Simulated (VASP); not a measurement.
Ti, 1 atom in the cell. It takes space group Fm-3m (No. 225, cubic). The conventional cell has a = 3.956 Å, b = 3.956 Å, c = 3.956 Å, α = 90.00°, β = 90.00°, γ = 90.00°. Within 3.7 Å of Ti (site symmetry m-3m) lie 12 Ti at 2.80 Å. 

- Program: VASP 6.6.1
- Task: single point
- Functional: r2SCAN
- Potentials or basis: VASP PAW PBE potentials, release 64 (Ti_sv)
- Cutoff: 520 eV
- k mesh: 12 × 12 × 12
- Occupations: fermi-dirac, width 0.1 eV
- Spin: no spin polarisation
- Dipole correction: no
- Further INCAR settings: ALGO = Normal; EDIFF = 1e-07; NBANDS = 12

Potentials or basis: VASP PAW PBE potentials, release 64 (Ti_sv).

Run with:

```sh
$ cat potpaw_PBE.64/Ti_sv/POTCAR > POTCAR
$ cp INCAR.step1 INCAR
$ mpirun -np 1 vasp_std > vasp.out
$ cp INCAR.step2 INCAR
$ mpirun -np 1 vasp_std > vasp.out
```

Hardware: 1 thread of AMD EPYC 7R43 64-Core Processor (Zen 3), with other jobs on the host.

Task: How long does it take, and how much memory?

Result: Wall time 99 s on 1 thread of AMD EPYC 7R43 64-Core Processor (Zen 3) (shared host), peak memory 0.11 GiB. Counts: k points 72.
